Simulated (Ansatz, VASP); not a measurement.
# InPd: VASP beside Ansatz

INCAR

```
SYSTEM = InPd
ALGO = Fast ; EDIFF = 1E-6
ENCUT = 520 ; GGA = PS
ISIF = 2 ; ISMEAR = 0
LASPH = .True. ; LCHARG = .False.
LREAL = .False. ; LWAVE = .False.
NBANDS = 18 ; NELM = 60
PREC = Accurate ; SIGMA = 0.15
```

The input KPOINTS:

```
k-points
0
Gamma
  14 14 14
  0 0 0
```

Contents of POSCAR:

```
InPd
1.0
    3.1708198434      0.0000000000      0.0000000000
    0.0000000000      3.1708198434      0.0000000000
    0.0000000000      0.0000000000      3.3982461783
In Pd
1 1
Direct
   -0.0248370446      0.0000000000      0.0000000000
    0.5267970286      0.5000000000      0.5000000000
```

Input for Ansatz:

```yaml
crystal:
  lattice:
    - [3.1708198434, 0.0, 0.0]
    - [0.0, 3.1708198434, 0.0]
    - [0.0, 0.0, 3.3982461783]
  atoms:
    - { symbol: In, position: [-0.0248370446, 0.0, 0.0] }
    - { symbol: Pd, position: [0.5267970286, 0.5, 0.5] }
basis:
  ecutwfc: 420
kpoints:
  mp_grid: { grid: [14, 14, 14] }
hamiltonian:
  xc: pbesol
scf:
  occupations: { method: gaussian, width: 0.15 }
output:
  forces: true
  stress: true
  eigenvalues: true
```

Change from the starting cell: mode 4 frozen in at -0.087 Å, strain +e along z and -e/2 along x and y +0.0467.

Alike in both runs: task single point; functional PBEsol; k mesh 14 × 14 × 14; occupations gaussian, width 0.15 eV; no spin polarisation.

|  | VASP | Ansatz |
| --- | --- | --- |
| version | VASP 6.6.1 | Ansatz 0.2.0 |
| potentials or method | VASP PAW PBE potentials, release 64 (In_d, Pd), cutoff 520 eV | scalar-relativistic, plane waves, PAW |
| valence electrons in the cell | 23 | 31 |

Ansatz gave:

| Property | Result |
| --- | --- |
| gap on the k mesh at the Fermi level (eV) | none |
| pressure (GPa) | 1.7 |
| traceless stress, the component that is largest in VASP (GPa) | 0.94 |
| rms of the force components (eV/Å) | 0.382 |

Which values does VASP return?

gap on the k mesh at the Fermi level (eV): none; pressure (GPa): 1.8; traceless stress, the component that is largest in VASP (GPa): 0.94; rms of the force components (eV/Å): 0.387.

VASP's potentials were made for PBE, not for PBEsol. Atom by atom the forces differ by 0.005 eV/Å (rms over components). A gap of «none» marks a metal or a gap that the smearing closes. VASP's potentials hold 23 valence electrons a cell and Ansatz's 31, so a difference there can come from the potentials and not from the codes.
